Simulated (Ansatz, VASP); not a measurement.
# Two plane-wave programs on VN2

INCAR

```
  ALGO = Fast
  EDIFF = 1E-7
  ENCUT = 520
  GGA = PE
  ISIF = 2
  ISMEAR = 0
  LASPH = T
  LCHARG = F
  LREAL = F
  LWAVE = F
  NBANDS = 32
  NELM = 60
  PREC = Accurate
  SIGMA = 0.15
```

Contents of KPOINTS:

```
k-points
0
Gamma
  16 16 16
```

POSCAR

```
VN2
1.0
   -2.0995152647      2.0995152647      2.6084531293
    2.0995152647     -2.0995152647      2.6084531293
    2.0995152647      2.0995152647     -2.6084531293
V N
2 4
Direct
    0.2500000000      0.2500000000      0.0000000000
    0.7500000000      0.7500000000      0.0000000000
    0.1135731475      0.6135731475      0.7271462950
    0.6135731475      0.8864268525      0.5000000000
    0.8864268525      0.3864268525      0.2728537050
    0.3864268525      0.1135731475      0.5000000000
```

Input for Ansatz:

```yaml
crystal:
  lattice:
    - [-2.0995152647, 2.0995152647, 2.6084531293]
    - [2.0995152647, -2.0995152647, 2.6084531293]
    - [2.0995152647, 2.0995152647, -2.6084531293]
  atoms:
    - { symbol: V, position: [0.25, 0.25, 0.0] }
    - { symbol: V, position: [0.75, 0.75, 0.0] }
    - { symbol: "N", position: [0.1135731475, 0.6135731475, 0.727146295] }
    - { symbol: "N", position: [0.6135731475, 0.8864268525, 0.5] }
    - { symbol: "N", position: [0.8864268525, 0.3864268525, 0.272853705] }
    - { symbol: "N", position: [0.3864268525, 0.1135731475, 0.5] }
basis:
  ecutwfc: 420
kpoints:
  mp_grid: { grid: [16, 16, 16] }
hamiltonian:
  xc: pbe
scf:
  occupations: { method: gaussian, width: 0.15 }
output:
  forces: true
  stress: true
  eigenvalues: true
```

Change from the starting cell: strain -0.025 along x and y, +0.050 along z, atoms carried along.

Alike in both runs: task single point; functional PBE; k mesh 16 × 16 × 16; occupations gaussian, width 0.15 eV; no spin polarisation.

|  | VASP | Ansatz |
| --- | --- | --- |
| version | VASP 6.6.1 | Ansatz 0.2.0 |
| potentials or method | VASP PAW PBE potentials, release 64 (V_sv, N), cutoff 520 eV | scalar-relativistic, plane waves, PAW |
| valence electrons in the cell | 46 | 46 |

Ansatz gave:

| Property | Result |
| --- | --- |
| gap on the k mesh at the Fermi level (eV) | none |
| pressure (GPa) | 4.1 |
| traceless stress, the component that is largest in VASP (GPa) | -21.91 |
| rms of the force components (eV/Å) | 0.165 |

Q: Estimate VASP's values.

A: gap on the k mesh at the Fermi level (eV): none; pressure (GPa): 4.9; traceless stress, the component that is largest in VASP (GPa): -22.08; rms of the force components (eV/Å): 0.194.

Atom by atom the forces differ by 0.029 eV/Å (rms over components). A gap of «none» marks a metal or a gap that the smearing closes.
